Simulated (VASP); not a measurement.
SnTe:

```xyz
2
Lattice="0.0000 3.1083 3.1083 3.1083 0.0000 3.1083 3.1083 3.1083 0.0000" Properties=species:S:1:pos:R:3 pbc="T T T"
Te    3.1083    3.1083    3.1083
Sn    0.0000    0.0000    0.0000
```

Base run:

| Quantity | Value |
| --- | --- |
| Program | VASP 6.6.1 |
| Functional | SVWN5 |
| Potentials or basis | VASP PAW PBE potentials, release 64 (Te, Sn_d) |
| Cutoff | 520 eV |
| k mesh | 7 × 7 × 7 |
| Occupations | fermi-dirac, width 0.05 eV |
| Spin | no spin polarisation |

Its results: pressure 0.4 GPa.

Problem. The run is repeated on the same cell with these changes: functional from SVWN5 to RPBE. What comes out?

Solution. Pressure 5.9 GPa.

RPBE binds less tightly than SVWN5, so the same cell stands under more pressure.

Caveats: the PAW data sets were made with another functional, which shifts forces and pressure a little.
